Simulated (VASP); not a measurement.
# Te2Mo in VASP: single point with PBE+D3(BJ)

Aim: the single point of Te2Mo with PBE+D3(BJ).

Everything below comes from runs of VASP 6.6.1. Logs are shortened: lines on timing, memory, paths and dates and some standing lists are left out, and cuts for length are marked.

**1. The cell of the first run**

The cell holds a sheet with vacuum, 3 atoms: a = 3.520 Å, b = 3.520 Å, c = 31.040 Å, α = 90.00°, β = 90.00°, γ = 120.00°.

**2. Single point, PBE+D3(BJ)**

INCAR reads:

```
SYSTEM = Te2Mo
ALGO     = Normal         ! electronic algorithm
DIPOL    = 0.5 0.5 0.348
EDIFF    = 1E-7           ! SCF threshold, eV
ENCUT    = 520            ! plane-wave cutoff, eV
GGA      = PE             ! functional
IDIPOL   = 3            
ISIF     = 2              ! what is computed and relaxed
ISMEAR   = 0              ! smearing method
IVDW     = 12             ! dispersion correction
LASPH    = .True.         ! aspherical terms in the spheres
LCHARG   = .True.         ! write CHGCAR
LDIPOL   = .True.       
LELF     = .True.         ! ELF
LREAL    = .False.        ! projectors in reciprocal space
LVACPOTAV= .True.       
LVHAR    = .True.       
LWAVE    = .False.        ! write WAVECAR
NBANDS   = 20             ! bands
NELM     = 100            ! most SCF steps
PREC     = Accurate       ! precision mode
SIGMA    = 0.02           ! smearing width, eV
```

KPOINTS reads:

```
k-points
0
Gamma
  12 12 1
  0 0 0
```

POSCAR reads:

```
Te2Mo
1.0
    3.5200000000      0.0000000000      0.0000000000
   -1.7600000000      3.0484094213      0.0000000000
    0.0000000000      0.0000000000     31.0399999993
Te Mo
2 1
Direct
    0.6666666667      0.3333333333      0.2899200695
    0.6666666667      0.3333333333      0.4066005491
    0.3333333333      0.6666666667      0.3482603093
```

Potentials or basis: VASP PAW PBE potentials, release 64 (Te, Mo_sv).

On the command line:

```sh
$ cat potpaw_PBE.64/Te/POTCAR potpaw_PBE.64/Mo_sv/POTCAR > POTCAR
$ mpirun -np 1 vasp_std > vasp.out
```

OUTCAR:

```text
SYSTEM = Te2Mo
   EDIFF = 1E-7
   ENCUT = 520
   GGA = PE
   ISIF = 2
   ISMEAR = 0
   IVDW = 12
   LASPH = .True.
   LREAL = .False.
   NELM = 100
   PREC = Accurate
 IVDW          = 12

 ion  position               nearest neighbor table
   1  0.667  0.333  0.290-   3 2.72   3 2.72   3 2.72   2 3.62
   2  0.667  0.333  0.407-   3 2.72   3 2.72   3 2.72   1 3.62
   3  0.333  0.667  0.348-   2 2.72   1 2.72   2 2.72   1 2.72   2 2.72   1 2.72

  LATTYP: Found a hexagonal cell.
 ALAT       =     3.5200000000
 C/A-ratio  =     8.8181818180

  Lattice vectors:

 A1 = (   3.5200000000,   0.0000000000,   0.0000000000)
 A2 = (  -1.7600000000,   3.0484094213,   0.0000000000)
 A3 = (   0.0000000000,   0.0000000000,  31.0399999993)

Analysis of symmetry for initial positions (statically):
=====================================================================
 Subroutine PRICEL returns:
 Original cell was already a primitive cell.

 Routine SETGRP: Setting up the symmetry group for a
 hexagonal supercell.

 Subroutine GETGRP returns: Found 12 space group operations
 (whereof  6 operations were pure point group operations)
 out of a pool of 24 trial point group operations.

The static configuration has the point symmetry C_3v.
 The point group associated with its full space group is D_3h.

Analysis of symmetry for dynamics (positions and initial velocities):
=====================================================================
 Subroutine PRICEL returns:
 Original cell was already a primitive cell.

 Routine SETGRP: Setting up the symmetry group for a
 hexagonal supercell.

 Subroutine GETGRP returns: Found 12 space group operations
 (whereof  6 operations were pure point group operations)
 out of a pool of 24 trial point group operations.

The dynamic configuration has the point symmetry C_3v.
 The point group associated with its full space group is D_3h.

 Subroutine INISYM returns: Found 12 space group operations
 (whereof  6 operations are pure point group operations),
 and found     1 'primitive' translations

----------------------------------------------------------------------------------------

                                     Primitive cell

  volume of cell :     333.0717

  direct lattice vectors                    reciprocal lattice vectors
     3.520000000  0.000000000  0.000000000     0.284090909  0.164019963  0.000000000
    -1.760000000  3.048409421  0.000000000     0.000000000  0.328039926  0.000000000
     0.000000000  0.000000000 31.039999999     0.000000000  0.000000000  0.032216495

  length of vectors
[... 86 lines left out ...]
   POTIM  = 0.5000    time-step for ionic-motion
   TEBEG  =    0.0;   TEEND  =   0.0 temperature during run
   PSTRESS=    0.0 pullay stress
   NELECT =      26.0000    total number of electrons
   NUPDOWN=      -1.0000    fix difference up-down
   EMIN   =  10.00;   EMAX   =-10.00  energy-range for DOS
   EFERMI =   0.00;   METHOD = LEGACY
   ISMEAR =     0;   SIGMA  =   0.02  broadening in eV -4-tet -1-fermi 0-gaus
   EFERMI_NEDOS =   21; number of points for ismear=-14 and -15
   IALGO  =     38    algorithm
   IMIX   =      4    mixing-type and parameters
     AMIX     =   0.40;   BMIX     =  1.00
     AMIX_MAG =   1.60;   BMIX_MAG =  1.00
  volume/ion in A,a.u.               =     111.02       749.23
  Fermi-wavevector in a.u.,A,eV,Ry     =   0.699659  1.322165  6.660370  0.489523
  Thomas-Fermi vector in A             =   1.783599
   LORBIT       =      0    0 simple, 1 ext, 2 COOP (PROOUT), +10 PAW based schemes
   GGA     = PE    functional components
   LHFCALC =     F    Hartree Fock is set to
   AEXX    =    0.0000 exact exchange contribution
   IVDW    =    12    specifies the selected vdW correction
   LEPSILON=     F    determine dielectric tensor
   LRPA    =     F    only Hartree local field effects (RPA)
 non-spin polarized calculation
 Gauss-broadening in eV      SIGMA  =   0.02
  energy-cutoff  :      520.00
  volume of cell :      333.07
 maximum number of plane-waves:      9067
 NGX is ok and might be reduce to    28
   NGX = 13   NGY = 13   NGZ =115

 dipolmoment           0.000000      0.000000     -0.000003 electrons x Angstroem

 number of electron      25.9999999 magnetization

 dipolmoment           0.000000      0.000000      0.000000 electrons x Angstroem

 Free energy of the ion-electron system (eV)
  ---------------------------------------------------
  ext. energy  EPLUGINS =         0.00000000
  ---------------------------------------------------
  free energy    TOTEN  =       -18.01624550 eV

  energy without entropy =      -18.01624550  energy(sigma->0) =      -18.01624550

 E-fermi :  -1.8494     XC(G=0):  -2.7200

 val. band max:       -1.9654551811   @ k =   0.3333   0.3333   0.0000
 cond. band min:      -0.8163242356   @ k =   0.3333   0.3333   0.0000
 fundamental gap:      1.1491309456
 Fermi energy:        -1.8493662599

 k-point     1 :       0.0000    0.0000    0.0000
  band No.  band energies     occupation
      1     -62.6270      2.00000
      2     -36.7938      2.00000
      3     -36.6645      2.00000
      4     -36.6645      2.00000
      5     -14.6177      2.00000
      6     -13.6774      2.00000
[... 426 lines left out ...]
     19       3.1654      0.00000
     20       5.3443      0.00000

------------------------ aborting loop because EDIFF is reached ----------------------------------------

 vacuum level on the upper side and lower side of the slab       (xc-potential included)        -0.093        -0.091

 Edisp (eV)   -1.19256

 E8    (eV) :    -0.5807

  FORCE on cell =-STRESS in cart. coord.  units (eV):
  Direction    XX          YY          ZZ          XY          YZ          ZX
  --------------------------------------------------------------------------------------
  -------------------------------------------------------------------------------------
  Total      -0.32738    -0.32738     0.03489     0.00000     0.00000    -0.00000
  in kB      -1.57481    -1.57481     0.16781     0.00000     0.00000    -0.00000
  external pressure =       -0.99 kB  Pullay stress =        0.00 kB

 VOLUME and BASIS-vectors are now :
 -----------------------------------------------------------------------------
  energy-cutoff  :      520.00
  volume of cell :      333.07
      direct lattice vectors                 reciprocal lattice vectors
     3.520000000  0.000000000  0.000000000     0.284090909  0.164019963  0.000000000
    -1.760000000  3.048409421  0.000000000     0.000000000  0.328039926  0.000000000
     0.000000000  0.000000000 31.039999999     0.000000000  0.000000000  0.032216495

 POSITION                                       TOTAL-FORCE (eV/Angst)
 -----------------------------------------------------------------------------------
      1.76000      1.01614      8.99912         0.000000     -0.000000     -0.012930
      1.76000      1.01614     12.62088         0.000000      0.000000      0.012930
     -0.00000      2.03227     10.81000        -0.000000      0.000000      0.000000
 -----------------------------------------------------------------------------------
    total drift:                                0.000001     -0.000000     -0.000013

  FREE ENERGIE OF THE ION-ELECTRON SYSTEM (eV)
  ---------------------------------------------------
  free  energy   TOTEN  =       -19.2088010400 eV

  energy  without entropy=      -19.2088010400  energy(sigma->0) =      -19.20880104

 vacuum level on the upper side and lower side of the slab         2.892         2.892
```

Wall time 8 min (1 thread of Intel Xeon 8259CL, shared host); peak memory 0.53 GiB.

Results:

```yaml
Free_energy: -19.2088 eV
Largest_force: 0.013 eV/Å
Band_gap_on_the_k_mesh: 1.15 eV
Dispersion_energy_per_atom: -0.398 eV
Ionisation_potential_of_the_upper_face: 4.86 eV
```

Forces on the atoms (eV/Å):
```
Te   0.000  0.000 -0.013
Te   0.000  0.000  0.013
Mo   0.000  0.000  0.000
```

Caveat: spin-orbit coupling is left out, which moves the levels of the heavy elements.
